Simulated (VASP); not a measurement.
# Hf12HC12 in VASP: a series of runs, part 2 of 2

VASP 6.6.1. Earlier steps stand in the parts before.

### 4 Single point, PBE

INCAR reads:

```
PREC     = Accurate       # precision mode
ENCUT    = 520            # plane-wave cutoff, eV
EDIFF    = 1E-6           # SCF threshold, eV
ISMEAR   = 0              # smearing method
SIGMA    = 0.1            # smearing width, eV
LREAL    = Auto         
LASPH    = True           # aspherical terms in the spheres
NELM     = 100            # most SCF steps
ALGO     = Normal         # electronic algorithm
ISIF     = 2              # what is computed and relaxed
LWAVE    = False          # write WAVECAR
LCHARG   = True           # write CHGCAR
LDIPOL   = True         
IDIPOL   = 3            
DIPOL    = 0.5 0.5 0.320
GGA      = PE             # functional
LELF     = True           # ELF
LVHAR    = True         
LVACPOTAV= True         
NBANDS   = 102            # bands
```

KPOINTS reads:

```
Automatic mesh
0
Gamma
  4 4 1
```

POSCAR reads:

```
Hf12HC12
1.0
    6.5782051141      0.0000000000      0.0000000000
    0.0000000000      6.5782051141      0.0000000000
    0.0000000000      0.0000000000     20.0841322453
Hf C H
12 12 1
Direct
    0.0000000000      0.0000000000      0.1991622018
    0.0000000000      0.5000000000      0.1991622018
    0.5000000000      0.0000000000      0.1991622018
    0.5000000000      0.5000000000      0.1991622018
    0.2500000000      0.2500000000      0.3119533864
    0.2500000000      0.7500000000      0.3119533864
    0.7500000000      0.2500000000      0.3119533864
    0.7500000000      0.7500000000      0.3119533864
    0.0000000000      0.0000000000      0.4231522706
    0.0000000000      0.5000000000      0.4231522706
    0.5000000000      0.0000000000      0.4231522706
    0.5000000000      0.5000000000      0.4231522706
    0.2500000000      0.2500000000      0.1991622018
    0.2500000000      0.7500000000      0.1991622018
    0.7500000000      0.2500000000      0.1991622018
    0.7500000000      0.7500000000      0.1991622018
    0.0000000000      0.0000000000      0.3115316063
    0.0000000000      0.5000000000      0.3115316063
    0.5000000000      0.0000000000      0.3115316063
    0.5000000000      0.5000000000      0.3115316063
    0.2500000000      0.2500000000      0.4274086697
    0.2500000000      0.7500000000      0.4274086697
    0.7500000000      0.2500000000      0.4274086697
    0.7500000000      0.7500000000      0.4274086697
    0.4375000000      0.4375000000      0.5158916399
```

Potentials or basis: VASP PAW PBE potentials, release 64 (Hf_pv, C, H).

On the command line:

```
> cat potpaw_PBE.64/Hf_pv/POTCAR potpaw_PBE.64/C/POTCAR potpaw_PBE.64/H/POTCAR > POTCAR
> mpirun -np 1 vasp_std > vasp.out
```

OUTCAR:

```text
PREC = Accurate
   ENCUT = 520
   EDIFF = 1E-6
   ISMEAR = 0
   LREAL = Auto
   LASPH = True
   NELM = 100
   ISIF = 2
   GGA = PE

 ion  position               nearest neighbor table
   1  0.000  0.000  0.199-  17 2.26  14 2.33  15 2.33  16 2.33  13 2.33   6 3.25   7 3.25   8 3.25
                             5 3.25   3 3.29   2 3.29   2 3.29   3 3.29
   2  0.000  0.500  0.199-  18 2.26  14 2.33  15 2.33  16 2.33  13 2.33   6 3.25   7 3.25   8 3.25
                             5 3.25   4 3.29   1 3.29   1 3.29   4 3.29
   3  0.500  0.000  0.199-  19 2.26  14 2.33  15 2.33  16 2.33  13 2.33   6 3.25   7 3.25   8 3.25
                             5 3.25   4 3.29   1 3.29   4 3.29   1 3.29
   4  0.500  0.500  0.199-  20 2.26  14 2.33  15 2.33  16 2.33  13 2.33   6 3.25   7 3.25   8 3.25
                             5 3.25   3 3.29   2 3.29   3 3.29   2 3.29
   5  0.250  0.250  0.312-  13 2.27  21 2.32  18 2.33  19 2.33  20 2.33  17 2.33  11 3.22  12 3.22
                             9 3.22  10 3.22   3 3.25   4 3.25   1 3.25   2 3.25   6 3.29   7 3.29
   6  0.250  0.750  0.312-  14 2.27  22 2.32  18 2.33  19 2.33  20 2.33  17 2.33  11 3.22  12 3.22
                             9 3.22  10 3.22   3 3.25   4 3.25   1 3.25   2 3.25   5 3.29   8 3.29
   7  0.750  0.250  0.312-  15 2.27  23 2.32  18 2.33  19 2.33  20 2.33  17 2.33  11 3.22  12 3.22
[... 941 lines left out ...]
 [bands above 96 left out]

------------------------ aborting loop because EDIFF is reached ----------------------------------------

  FORCE on cell =-STRESS in cart. coord.  units (eV):
  Direction    XX          YY          ZZ          XY          YZ          ZX
  --------------------------------------------------------------------------------------
  -------------------------------------------------------------------------------------
  Total      -16.0842029    -16.0842029      0.9936055      0.2819929     -0.0226985     -0.0226995
  in kB      -29.6511971    -29.6511971      1.8317098      0.5198535     -0.0418447     -0.0418465
  external PRESSURE =     -19.1568948 kB  Pullay stress =       0.0000000 kB

 VOLUME and BASIS-vectors are now :
 -----------------------------------------------------------------------------
  energy-cutoff  :      520.00
  volume of cell :      869.10
      direct lattice vectors                 reciprocal lattice vectors
     6.578205114  0.000000000  0.000000000     0.152017151  0.000000000  0.000000000
     0.000000000  6.578205114  0.000000000     0.000000000  0.152017151  0.000000000
     0.000000000  0.000000000 20.084132245     0.000000000  0.000000000  0.049790550

 POSITION                                       TOTAL-FORCE (eV/Angst)
 -----------------------------------------------------------------------------------
      0.00000      0.00000      4.00000         0.030410      0.030410      0.870963
      0.00000      3.28910      4.00000         0.004221     -0.027841      0.650015
      3.28910      0.00000      4.00000        -0.027841      0.004221      0.650015
      3.28910      3.28910      4.00000        -0.025471     -0.025471      0.628398
      1.64455      1.64455      6.26531         0.136680      0.136680      0.126752
      1.64455      4.93365      6.26531        -0.023723      0.015992      0.112284
[... 17 lines left out ...]
      4.93365      4.93365      8.58413         0.062271      0.062271     -0.385673
      2.87796      2.87796     10.36124        -0.047276     -0.047276      0.013221
 -----------------------------------------------------------------------------------
    total drift:                               -0.000246     -0.000246     -0.022251

  FREE ENERGIE OF THE ION-ELECTRON SYSTEM (eV)
  ---------------------------------------------------
  free  energy   TOTEN  =      -244.7746867608 eV

  energy  without entropy=     -244.7560439388  energy(sigma->0) =     -244.76536535

 vacuum level on the upper side and lower side of the slab         4.311         2.923
```

It took 47 min on 1 thread of Oxide Virtual Turin-like, shared host; peak memory 0.94 GiB.

Results:

```
Free energy            : -244.7747 eV
Largest force          : 1.945 eV/Å
Band gap on the k mesh : zero (an odd number of electrons rules out a gap without spin polarisation)
```

Forces in eV/Å, atoms in the order of the input:
```
Hf   0.030  0.030  0.871
Hf   0.004 -0.028  0.650
Hf  -0.028  0.004  0.650
Hf  -0.025 -0.025  0.628
Hf   0.137  0.137  0.127
Hf  -0.024  0.016  0.112
Hf   0.016 -0.024  0.112
Hf   0.131  0.131  0.085
Hf   0.191  0.191  0.146
Hf   0.018 -0.106  0.381
Hf  -0.106  0.018  0.381
Hf   0.332  0.332  1.887
C    0.006  0.006 -0.660
C    0.014 -0.006 -0.673
C   -0.006  0.014 -0.673
C   -0.021 -0.021 -0.616
C   -0.074 -0.074 -0.312
C   -0.012  0.019 -0.118
C    0.019 -0.012 -0.118
C   -0.183 -0.183 -0.814
C   -0.648 -0.648 -0.565
C   -0.150  0.363 -0.555
C    0.363 -0.150 -0.555
C    0.062  0.062 -0.386
H   -0.047 -0.047  0.013
```

Caveat: spin-orbit coupling is left out, which moves the levels of the heavy elements.

### 5 Overview

```csv
cell,gap on the mesh (eV),largest force (eV/Å)
"as given, atomic positions A",none,1.54
"as given, atomic positions B",none,1.77
"as given, atomic positions C",none,1.95
```

Alike in all rows: task single point; level PBE; potentials or basis VASP PAW PBE potentials, release 64 (Hf_pv, C, H); no spin polarisation; k mesh 4 × 4 × 1; cutoff (eV) 520; smearing gaussian 0.1 eV.

Caveats: spin-orbit coupling is left out, which moves the levels of the heavy elements.

Total energies depend on the potentials used, so only differences within one code and one set of settings carry meaning.
